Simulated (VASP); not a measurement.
Runs of VASP 6.6.1 on Os. The structure is that of space group Fm-3m (No. 225), or close to it. The cells are those of the table. This isn't the form of Os at room conditions, which is hcp.

```csv
task,cell,gap on the mesh (eV),pressure (GPa)
relaxation of cell and atoms,"relaxed from a = 2.701 Å, angles 60.0°, 1 atom",none,0.0
single point,"a = 2.669 Å, angles 60.0°, 1 atom",none,11.6
relaxation of cell and atoms,"relaxed to 30 GPa from a = 2.701 Å, angles 60.0°, 1 atom",none,30.0
single point,"a = 2.636 Å, angles 60.0°, 1 atom",none,(a)
relaxation of cell and atoms,"relaxed to 10 GPa from a = 2.701 Å, angles 60.0°, 1 atom",none,10.0
single point,"a = 2.652 Å, angles 60.0°, 1 atom",none,21.9
single point,"a = 2.689 Å, angles 60.0°, 1 atom",none,1.3
relaxation of cell and atoms,"relaxed to 20 GPa from a = 2.701 Å, angles 60.0°, 1 atom",none,20.0
```

Alike in all rows: level LDA; potentials or basis VASP PAW LDA potentials, release 64 (Os); no spin polarisation; k mesh 21 × 21 × 21; cutoff (eV) 600; smearing gaussian 0.05 eV.

Fill in the values left out.

(a) 32.2.

Caveats: spin-orbit coupling is left out, which moves the levels of the heavy elements; the cell stands under pressure (at least some runs); the cell is relaxed towards a set pressure, so the run minimises the enthalpy, not the energy (at least some runs).

A k mesh can miss the band edges, and the runs leave out spin-orbit coupling on Os.

A gap of «none» marks levels without a gap at the run's occupations.
